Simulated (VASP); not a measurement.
Zn3Se: relaxation of cell and atoms with PBE

The system is Zn3Se.

```xyz
8
Lattice="6.0633 0.0000 0.0000 -3.0317 5.2510 0.0000 0.0000 0.0000 4.8944" Properties=species:S:1:pos:R:3 pbc="T T T"
Zn    3.0317    3.4972    1.2236
Zn   -1.5128    4.3741    3.6708
Zn    1.5189    0.8769    1.2236
Zn    0.0000    1.7538    3.6708
Zn    4.5445    0.8769    1.2236
Zn    1.5128    4.3741    3.6708
Se    0.0000    3.5007    1.2236
Se    3.0317    1.7503    3.6708
```

The cell was generated, and may not be a known phase.

| Quantity | Value |
| --- | --- |
| Program | VASP 6.6.1 |
| Task | relaxation of cell and atoms |
| Functional | PBE |
| Potentials or basis | VASP PAW PBE potentials, release 64 (Zn, Se) |
| Cutoff | 600 eV |
| k mesh | 6 × 6 × 8 |
| Occupations | gaussian, width 0.1 eV |
| Spin | no spin polarisation |
| Dipole correction | no |
| Further INCAR settings | ALGO = Normal; EDIFF = 1e-06; IBRION = 2; EDIFFG = -0.01; NSW = 100; ISIF = 3 |

The relaxed volume is 19.20 Å³/atom. The relaxed cell is a = 6.949 Å, b = 6.949 Å, c = 3.673 Å, α = 90.00°, β = 90.00°, γ = 120.00° and the space group after relaxing (to 0.1 Å) is P6_3/mmc (No. 194). The energy gained by relaxing is 128.9 meV/atom. The ionic steps are 47. The pressure after relaxing is 0.0 GPa, the largest force after relaxing is 0.010 eV/Å and the band gap on the k mesh is zero (bands 42 and 43 overlap by 3.31 eV).

Forces on the atoms (eV/Å):
```
Zn   0.000  0.010  0.000
Zn  -0.008  0.005  0.000
Zn  -0.008 -0.005  0.000
Zn   0.000 -0.010  0.000
Zn   0.008 -0.005  0.000
Zn   0.008  0.005  0.000
Se   0.000  0.000  0.000
Se   0.000  0.000  0.000
```

The path:
| step | energy change (eV) | largest force (eV/Å) | pressure (GPa) | volume (Å³) |
| --- | --- | --- | --- | --- |
| 1 | 0.0000 | 0.2535 | -3.49 | 155.83 |
| 3 | -0.1665 | 0.3026 | 0.43 | 142.80 |
| 5 | -0.2519 | 0.0639 | 0.61 | 142.06 |
| 7 | -0.2710 | 0.0745 | -0.53 | 145.35 |
| 9 | -0.2917 | 0.0747 | -0.13 | 144.61 |
| 11 | -0.4962 | 0.0306 | 3.40 | 140.11 |
| 13 | -0.5601 | 0.0014 | 4.92 | 138.12 |
| 15 | -0.5641 | 0.1788 | 7.32 | 135.66 |
| 17 | -0.5692 | 0.1934 | 7.49 | 135.65 |
| 19 | -0.5840 | 0.2580 | 7.81 | 135.57 |
| 21 | -0.5849 | 0.2864 | 8.06 | 135.52 |
| 23 | -0.6214 | 0.2872 | 7.61 | 136.24 |
| 25 | -0.7591 | 0.2907 | 5.81 | 139.49 |
| 27 | -0.9308 | 0.3716 | 0.42 | 152.68 |
| 29 | -0.9518 | 0.3294 | 1.04 | 150.81 |
| 31 | -1.0145 | 0.0979 | -0.15 | 152.92 |
| 33 | -1.0166 | 0.0833 | -0.12 | 152.70 |
| 35 | -1.0185 | 0.0067 | 0.98 | 150.26 |
| 37 | -1.0234 | 0.0260 | 0.33 | 151.65 |
| 39 | -1.0287 | 0.0477 | -0.28 | 154.45 |
| 41 | -1.0309 | 0.0189 | 0.00 | 153.59 |
| 43 | -1.0315 | 0.0150 | 0.03 | 153.58 |
| 45 | -1.0315 | 0.0137 | 0.03 | 153.58 |
| 47 | -1.0316 | 0.0098 | -0.02 | 153.61 |

Final structure:
```
CELL_PARAMETERS angstrom
6.94933 0.00000 0.00000
-3.47467 6.01830 0.00000
0.00000 0.00000 3.67274
ATOMIC_POSITIONS crystal
Zn 0.83851 0.67703 0.25000
Zn 0.16149 0.83851 0.75000
Zn 0.32297 0.16149 0.25000
Zn 0.16149 0.32297 0.75000
Zn 0.83851 0.16149 0.25000
Zn 0.67703 0.83851 0.75000
Se 0.33333 0.66667 0.25000
Se 0.66667 0.33333 0.75000
```

Levels at points of the mesh, in eV from the Fermi level:
| k point | band 39 | band 40 | band 41 | band 42 | band 43 | band 44 | band 45 | band 46 |
| --- | --- | --- | --- | --- | --- | --- | --- | --- |
| (0.00, 0.00, 0.00) | -0.84 | -0.70 | -0.70 | 1.06 | 1.91 | 2.97 | 2.97 | 3.29 |
| (0.50, 0.00, 0.00) | -1.30 | -1.25 | -1.07 | -0.94 | 1.28 | 2.52 | 2.85 | 3.21 |
| (0.00, 0.00, 0.50) | -2.53 | -2.53 | -1.30 | -1.30 | -1.30 | -1.30 | 2.89 | 2.89 |
| (0.50, 0.00, 0.50) | -1.59 | -1.59 | -0.30 | -0.30 | -0.13 | -0.13 | 2.17 | 2.17 |

It took 59 min on 1 thread of Intel(R) Xeon(R) 6975P-C (Granite Rapids), with other jobs on the host, peak memory 0.48 GiB.

Caveat: a cell axis changed by over 15 % at a fixed basis, so the end point is rough.
